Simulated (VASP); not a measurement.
# Rh (Fm-3m) in VASP: density of states with PBEsol

Aim: the density of states of Rh with PBEsol.

All numbers are computed with VASP 6.6.1; they aren't measurements. Logs are shortened: lines on timing, memory, paths and dates and some standing lists are left out, and cuts for length are marked.

**1. The cell of the first run**

The structure is cubic, space group Fm-3m (No. 225). The conventional cell has a = 3.796 Å, b = 3.796 Å, c = 3.796 Å, α = 90.00°, β = 90.00°, γ = 90.00°. Within 3.5 Å of Rh (site symmetry m-3m) lie 12 Rh at 2.68 Å.

**2. Density of states, PBEsol**

POSCAR

```
Rh
1.0
    0.0000000000      1.8978500000      1.8978500000
    1.8978500000      0.0000000000      1.8978500000
    1.8978500000      1.8978500000      0.0000000000
Rh
1
Direct
    0.0000000000      0.0000000000      0.0000000000
```

INCAR.step1

```
PREC = Accurate
ENCUT = 520
EDIFF = 1E-7
ISMEAR = 0
SIGMA = 0.05
LREAL = False
LASPH = True
NELM = 100
ALGO = Normal
ISIF = 2
LWAVE = False
LCHARG = True
LMAXMIX = 4
GGA = PS
NBANDS = 14
```

KPOINTS.step1

```
Automatic mesh
0
Gamma
  16 16 16
```

INCAR.step2

```
PREC = Accurate
ENCUT = 520
EDIFF = 1E-7
ISMEAR = -5
SIGMA = 0.05
LREAL = False
LASPH = True
NELM = 100
ALGO = Normal
ISIF = 2
LWAVE = False
LCHARG = False
LMAXMIX = 4
GGA = PS
LORBIT = 11
NEDOS = 2001
ICHARG = 11
```

KPOINTS.step2

```
Automatic mesh
0
Gamma
  24 24 24
```

Potentials or basis: VASP PAW PBE potentials, release 64 (Rh_pv).

Command:

```sh
> cat potpaw_PBE.64/Rh_pv/POTCAR > POTCAR
> cp INCAR.step1 INCAR
> cp KPOINTS.step1 KPOINTS
> mpirun -np 1 vasp_std > vasp.out
> cp INCAR.step2 INCAR
> cp KPOINTS.step2 KPOINTS
> mpirun -np 1 vasp_std > vasp.out
```

OUTCAR:

```text
PREC = Accurate
   ENCUT = 520
   EDIFF = 1E-7
   ISMEAR = -5
   LREAL = False
   LASPH = True
   NELM = 100
   ISIF = 2
   GGA = PS
   LORBIT = 11
   ICHARG = 11

 ion  position               nearest neighbor table
   1  0.000  0.000  0.000-

  LATTYP: Found a face centered cubic cell.
 ALAT       =     3.7957000000

  Lattice vectors:

 A1 = (   0.0000000000,   1.8978500000,   1.8978500000)
 A2 = (   1.8978500000,   0.0000000000,   1.8978500000)
 A3 = (   1.8978500000,   1.8978500000,   0.0000000000)

Analysis of symmetry for initial positions (statically):
=====================================================================
 Subroutine PRICEL returns:
 Original cell was already a primitive cell.

 Routine SETGRP: Setting up the symmetry group for a
 face centered cubic supercell.

 Subroutine GETGRP returns: Found 48 space group operations
 (whereof 48 operations were pure point group operations)
 out of a pool of 48 trial point group operations.

The static configuration has the point symmetry O_h .

Analysis of symmetry for dynamics (positions and initial velocities):
=====================================================================
 Subroutine PRICEL returns:
 Original cell was already a primitive cell.

 Routine SETGRP: Setting up the symmetry group for a
 face centered cubic supercell.

 Subroutine GETGRP returns: Found 48 space group operations
 (whereof 48 operations were pure point group operations)
 out of a pool of 48 trial point group operations.

The dynamic configuration has the point symmetry O_h .

 Subroutine INISYM returns: Found 48 space group operations
 (whereof 48 operations are pure point group operations),
 and found     1 'primitive' translations

----------------------------------------------------------------------------------------

                                     Primitive cell

  volume of cell :      13.6715

  direct lattice vectors                    reciprocal lattice vectors
     0.000000000  1.897850000  1.897850000    -0.263456016  0.263456016  0.263456016
     1.897850000  0.000000000  1.897850000     0.263456016 -0.263456016  0.263456016
     1.897850000  1.897850000  0.000000000     0.263456016  0.263456016 -0.263456016

  length of vectors
     2.683965209  2.683965209  2.683965209     0.456319205  0.456319205  0.456319205

  position of ions in fractional coordinates (direct lattice)
     0.000000000  0.000000000  0.000000000

  ion indices of the primitive-cell ions
   primitive index   ion index
                 1           1

[... 84 lines left out ...]
   NELECT =      15.0000    total number of electrons
   NUPDOWN=      -1.0000    fix difference up-down
   EMIN   =  10.00;   EMAX   =-10.00  energy-range for DOS
   EFERMI =   0.00;   METHOD = LEGACY
   ISMEAR =    -5;   SIGMA  =   0.05  broadening in eV -4-tet -1-fermi 0-gaus
   EFERMI_NEDOS =   21; number of points for ismear=-14 and -15
   IALGO  =     38    algorithm
   IMIX   =      4    mixing-type and parameters
     AMIX     =   0.40;   BMIX     =  1.00
     AMIX_MAG =   1.60;   BMIX_MAG =  1.00
  volume/ion in A,a.u.               =      13.67        92.26
  Fermi-wavevector in a.u.,A,eV,Ry     =   1.688496  3.190795 38.790465  2.851019
  Thomas-Fermi vector in A             =   2.770792
   LORBIT       =     11    0 simple, 1 ext, 2 COOP (PROOUT), +10 PAW based schemes
   GGA     = PS    functional components
   LHFCALC =     F    Hartree Fock is set to
   AEXX    =    0.0000 exact exchange contribution
   IVDW    =     0    specifies the selected vdW correction
   LEPSILON=     F    determine dielectric tensor
   LRPA    =     F    only Hartree local field effects (RPA)
 non-spin polarized calculation
 Fermi weights with tetrahedron method with Bloechl corrections
  energy-cutoff  :      520.00
  volume of cell :       13.67
 maximum number of plane-waves:       380

 number of electron      15.0000007 magnetization

 Free energy of the ion-electron system (eV)
  ---------------------------------------------------
  ext. energy  EPLUGINS =         0.00000000
  ---------------------------------------------------
  free energy    TOTEN  =        -8.13588503 eV

  energy without entropy =       -8.13588503  energy(sigma->0) =       -8.13588503

 E-fermi :  11.8612     XC(G=0): -14.2540

 val. band max:       11.9778839121   @ k =   0.3750   0.3750   0.0000
 cond. band min:      11.7987410031   @ k =   0.3333   0.0833   0.0000
 fundamental gap:     -0.1791429090
 Fermi energy:        11.8611583144

 k-point     1 :       0.0000    0.0000    0.0000
  band No.  band energies     occupation
      1     -34.4823      2.00000
      2     -34.4823      2.00000
      3     -34.4823      2.00000
      4       3.7624      2.00000
      5       8.7378      2.00000
      6       8.7378      2.00000
      7       8.7378      2.00000
      8      10.8698      2.00000
      9      10.8698      2.00000
     10      27.7881      0.00000
     11      32.2152      0.00000
[... 309 lines left out ...]
 k-point    24 :       0.4583    0.0417    0.0000
  band No.  band energies     occupation
      1     -35.2077      2.00000
      2     -34.5889      2.00000
      3     -34.5885      2.00000
      4       5.7274      2.00000
      5       8.6435      2.00000
      6       8.7535      2.00000
      7      11.3882      2.03167
      8      12.4089      0.00000
      9      12.9522      0.00000
     10      21.0895      0.00000
     11      27.5278      0.00000

 [... further k-points ...]

------------------------ aborting loop because EDIFF is reached ----------------------------------------

  FORCE on cell =-STRESS in cart. coord.  units (eV):
  Direction    XX          YY          ZZ          XY          YZ          ZX
  --------------------------------------------------------------------------------------
  -------------------------------------------------------------------------------------
  Total       -0.4569856     -0.4569856     -0.4569856      0.0000000      0.0000000     -0.0000000
  in kB      -53.5546829    -53.5546829    -53.5546829      0.0000000      0.0000000     -0.0000000
  external PRESSURE =     -53.5546829 kB  Pullay stress =       0.0000000 kB

 VOLUME and BASIS-vectors are now :
 -----------------------------------------------------------------------------
  energy-cutoff  :      520.00
  volume of cell :       13.67
      direct lattice vectors                 reciprocal lattice vectors
     0.000000000  1.897850000  1.897850000    -0.263456016  0.263456016  0.263456016
     1.897850000  0.000000000  1.897850000     0.263456016 -0.263456016  0.263456016
     1.897850000  1.897850000  0.000000000     0.263456016  0.263456016 -0.263456016

 POSITION                                       TOTAL-FORCE (eV/Angst)
 -----------------------------------------------------------------------------------
      0.00000      0.00000      0.00000         0.000000      0.000000      0.000000
 -----------------------------------------------------------------------------------
    total drift:                                0.000000     -0.000000      0.000000

  FREE ENERGIE OF THE ION-ELECTRON SYSTEM (eV)
  ---------------------------------------------------
  free  energy   TOTEN  =        -8.1358850265 eV

  energy  without entropy=       -8.1358850265  energy(sigma->0) =       -8.13588503

 total charge

# of ion       s       p       d       tot
------------------------------------------
    1        0.412   6.310   7.061  13.783
```

OUTCAR.step1:

```text
PREC = Accurate
   ENCUT = 520
   EDIFF = 1E-7
   ISMEAR = 0
   LREAL = False
   LASPH = True
[... 624 lines left out ...]
 POSITION                                       TOTAL-FORCE (eV/Angst)
 -----------------------------------------------------------------------------------
      0.00000      0.00000      0.00000        -0.000000      0.000000     -0.000000
 -----------------------------------------------------------------------------------
    total drift:                                0.000000      0.000000      0.000000

  FREE ENERGIE OF THE ION-ELECTRON SYSTEM (eV)
  ---------------------------------------------------
  free  energy   TOTEN  =        -8.1356729821 eV

  energy  without entropy=       -8.1335631569  energy(sigma->0) =       -8.13461807
```

Wall time 40 s (1 thread of Intel Xeon 6975P-C, shared host); peak memory 0.18 GiB.

What came out:

| Property | Result |
| --- | --- |
| Valence electrons inside the program's atomic spheres | Rh 13.78 |

Caveat: the PAW data sets were made with another functional, which shifts forces and pressure a little; tetrahedron occupations give inexact forces and stress in metals.
